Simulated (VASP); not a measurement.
# Co (P6_3/mmc) in VASP: single point with PBEsol

Aim: the single point of Co with PBEsol.

All numbers are computed with VASP 6.6.1; they aren't measurements. Logs are shortened: lines on timing, memory, paths and dates and some standing lists are left out, and cuts for length are marked.

## 1. The cell of the first run

It takes space group P6_3/mmc (No. 194, hexagonal). Conventional cell: a = 2.159 Å, b = 2.159 Å, c = 3.495 Å, α = 90.00°, β = 90.00°, γ = 120.00°. Within 2.8 Å of Co (site symmetry -6m2) lie 12 Co at 2.15 to 2.16 Å.

## 2. Single point, PBEsol, collinear spin, ferromagnetic start (7.06 Å³/atom)

INCAR reads:

```
SYSTEM = Co
PREC = Accurate ; ENCUT = 600
EDIFF = 1E-6 ; ISMEAR = -1
SIGMA = 0.05 ; LREAL = .FALSE.
LASPH = .TRUE. ; NELM = 200
ALGO = Normal ; ISIF = 2
LWAVE = .FALSE. ; LCHARG = .FALSE.
ISPIN = 2 ; MAGMOM = 1.7 1.7
LORBIT = 11 ; LMAXMIX = 4
GGA = PS ; NBANDS = 28
GGA_COMPAT = .FALSE.
```

KPOINTS reads:

```
Automatic mesh
0
G
  20 20 11
  0 0 0
```

POSCAR reads:

```
Co
1.0
    2.1592626726      0.0000000000      0.0000000000
   -1.0796313363      1.8699763279      0.0000000000
    0.0000000000      0.0000000000      3.4948451332
Co
2
Direct
    0.3333333333      0.6666666667      0.2500000000
    0.6666666667      0.3333333333      0.7500000000
```

Potentials or basis: VASP PAW PBE potentials, release 64 (Co_sv).

Command:

```console
> cat potpaw_PBE.64/Co_sv/POTCAR > POTCAR
> mpirun -np 1 vasp_std > vasp.out
```

OUTCAR:

```text
SYSTEM = Co
   PREC = Accurate
   ENCUT = 600
   EDIFF = 1E-6
   ISMEAR = -1
   LREAL = .FALSE.
   LASPH = .TRUE.
   NELM = 200
   ISIF = 2
   ISPIN = 2
   LORBIT = 11
   GGA = PS

 ion  position               nearest neighbor table
   1  0.333  0.667  0.250-   2 2.15   2 2.15   2 2.15   2 2.15   2 2.15   2 2.15
   2  0.667  0.333  0.750-   1 2.15   1 2.15   1 2.15   1 2.15   1 2.15   1 2.15

  LATTYP: Found a hexagonal cell.
 ALAT       =     2.1592626726
 C/A-ratio  =     1.6185363539

  Lattice vectors:

 A1 = (   2.1592626726,   0.0000000000,   0.0000000000)
 A2 = (  -1.0796313363,   1.8699763279,   0.0000000000)
 A3 = (   0.0000000000,   0.0000000000,   3.4948451332)

Analysis of symmetry for initial positions (statically):
=====================================================================
 Subroutine PRICEL returns:
 Original cell was already a primitive cell.

 Routine SETGRP: Setting up the symmetry group for a
 hexagonal supercell.

 Subroutine GETGRP returns: Found 24 space group operations
 (whereof 12 operations were pure point group operations)
 out of a pool of 24 trial point group operations.

The static configuration has the point symmetry D_3d.
 The point group associated with its full space group is D_6h.

Analysis of symmetry for dynamics (positions and initial velocities):
=====================================================================
 Subroutine PRICEL returns:
 Original cell was already a primitive cell.

 Routine SETGRP: Setting up the symmetry group for a
 hexagonal supercell.

 Subroutine GETGRP returns: Found 24 space group operations
 (whereof 12 operations were pure point group operations)
 out of a pool of 24 trial point group operations.

The dynamic configuration has the point symmetry D_3d.
 The point group associated with its full space group is D_6h.

Analysis of structural, dynamic, and magnetic symmetry:
=====================================================================
 Subroutine PRICEL returns:
 Original cell was already a primitive cell.

 Routine SETGRP: Setting up the symmetry group for a
 hexagonal supercell.

 Subroutine GETGRP returns: Found 24 space group operations
 (whereof 12 operations were pure point group operations)
 out of a pool of 24 trial point group operations.

The overall configuration has the point symmetry D_3d.
 The point group associated with its full space group is D_6h.

 Subroutine INISYM returns: Found 24 space group operations
[... 117 lines left out ...]
     AMIX_MAG =   1.60;   BMIX_MAG =  1.00
  volume/ion in A,a.u.               =       7.06        47.61
  Fermi-wavevector in a.u.,A,eV,Ry     =   2.194714  4.147408 65.536137  4.816770
  Thomas-Fermi vector in A             =   3.158951
   LORBIT       =     11    0 simple, 1 ext, 2 COOP (PROOUT), +10 PAW based schemes
   GGA     = PS    functional components
   LHFCALC =     F    Hartree Fock is set to
   AEXX    =    0.0000 exact exchange contribution
   IVDW    =     0    specifies the selected vdW correction
   LEPSILON=     F    determine dielectric tensor
   LRPA    =     F    only Hartree local field effects (RPA)
 spin polarized calculation
  energy-cutoff  :      600.00
  volume of cell :       14.11
 maximum number of plane-waves:       494
 NGX is ok and might be reduce to    18
   NGX =  9   NGY =  9   NGZ = 13

 number of electron      33.9999997 magnetization      -0.0153137

 number of electron      33.9999997 magnetization       0.0004962

 Free energy of the ion-electron system (eV)
  ---------------------------------------------------
  ext. energy  EPLUGINS =         0.00000000
  ---------------------------------------------------
  free energy    TOTEN  =       -12.53899196 eV

  energy without entropy =      -12.51364405  energy(sigma->0) =      -12.52631800

 E-fermi :  20.6656     XC(G=0): -17.0965

 val. band max:       20.6635459472   @ k =   0.2500   0.1000   0.4545
 cond. band min:      20.6663498673   @ k =   0.3500   0.0500   0.1818
 fundamental gap:      0.0028039201
 Fermi energy:        20.6656350264

 spin component 1

 k-point     1 :       0.0000    0.0000    0.0000
  band No.  band energies     occupation
      1     -75.3628      1.00000
      2     -75.0120      1.00000
      3     -39.3853      1.00000
      4     -38.1209      1.00000
      5     -38.1209      1.00000
      6     -37.9442      1.00000
[... 733 lines left out ...]
     27      52.7428      0.00000
     28      55.1984      0.00000

 [... further k-points ...]

 spin component 2

 k-point     1 :       0.0000    0.0000    0.0000
  band No.  band energies     occupation
      1     -75.3624      1.00000
      2     -75.0115      1.00000
      3     -39.3849      1.00000
      4     -38.1204      1.00000
      5     -38.1204      1.00000
      6     -37.9438      1.00000
[... 733 lines left out ...]
     27      52.7427      0.00000
     28      55.1983      0.00000

 [... further k-points ...]

------------------------ aborting loop because EDIFF is reached ----------------------------------------

  FORCE on cell =-STRESS in cart. coord.  units (eV):
  Direction    XX          YY          ZZ          XY          YZ          ZX
  --------------------------------------------------------------------------------------
  -------------------------------------------------------------------------------------
  Total       18.3697872     18.3697872     18.3578549     -0.0000000      0.0000000      0.0000000
  in kB     2085.6680430   2085.6680429   2084.3132657     -0.0000000      0.0000000      0.0000000
  external PRESSURE =    2085.2164505 kB  Pullay stress =       0.0000000 kB

 VOLUME and BASIS-vectors are now :
 -----------------------------------------------------------------------------
  energy-cutoff  :      600.00
  volume of cell :       14.11
      direct lattice vectors                 reciprocal lattice vectors
     2.159262673  0.000000000  0.000000000     0.463121052  0.267383064  0.000000000
    -1.079631336  1.869976328  0.000000000     0.000000000  0.534766128  0.000000000
     0.000000000  0.000000000  3.494845133     0.000000000  0.000000000  0.286135712

 POSITION                                       TOTAL-FORCE (eV/Angst)
 -----------------------------------------------------------------------------------
     -0.00000      1.24665      0.87371        -0.000000      0.000000      0.000000
      1.07963      0.62333      2.62113         0.000000      0.000000      0.000000
 -----------------------------------------------------------------------------------
    total drift:                               -0.000000      0.000000     -0.000000

  FREE ENERGIE OF THE ION-ELECTRON SYSTEM (eV)
  ---------------------------------------------------
  free  energy   TOTEN  =       -12.5389919618 eV

  energy  without entropy=      -12.5136440453  energy(sigma->0) =      -12.52631800

 total charge

# of ion       s       p       d       tot
------------------------------------------
    1        2.367   6.280   6.947  15.595
    2        2.367   6.280   6.947  15.595
--------------------------------------------------
tot          4.735  12.560  13.895  31.190

 magnetization (x)

# of ion       s       p       d       tot
------------------------------------------
    1       -0.000  -0.000   0.000   0.000
    2       -0.000  -0.000   0.000   0.000
--------------------------------------------------
tot         -0.000  -0.000   0.001   0.001
```

It took 2.3 min on 1 thread of Intel Xeon 6975P-C (Granite Rapids), shared host; peak memory 0.27 GiB.

What came out:

```
Free energy                                           : -12.5390 eV
Pressure                                              : 208.5 GPa
Band gap on the k mesh                                : zero (filled and empty bands overlap)
Net moment                                            : 0.00 μB per cell
Valence electrons inside the program's atomic spheres : Co 15.60
```

Levels at points of the mesh, in eV from the Fermi level:
Spin up:
| k point | band 14 | band 15 | band 16 | band 17 | band 18 | band 19 | band 20 | band 21 |
| --- | --- | --- | --- | --- | --- | --- | --- | --- |
| (0.00, 0.00, 0.00) | -2.74 | -2.74 | -2.02 | -2.02 | -0.44 | 0.15 | 0.15 | 11.22 |
| (0.50, 0.00, 0.00) | -3.29 | -2.60 | 0.46 | 0.65 | 0.76 | 3.09 | 6.19 | 13.76 |
Spin down:
| k point | band 14 | band 15 | band 16 | band 17 | band 18 | band 19 | band 20 | band 21 |
| --- | --- | --- | --- | --- | --- | --- | --- | --- |
| (0.00, 0.00, 0.00) | -2.74 | -2.74 | -2.02 | -2.02 | -0.44 | 0.15 | 0.15 | 11.22 |
| (0.50, 0.00, 0.00) | -3.29 | -2.60 | 0.46 | 0.65 | 0.76 | 3.09 | 6.19 | 13.76 |

Caveat: the cell stands under pressure; the PAW data sets were made with another functional, which shifts forces and pressure a little.
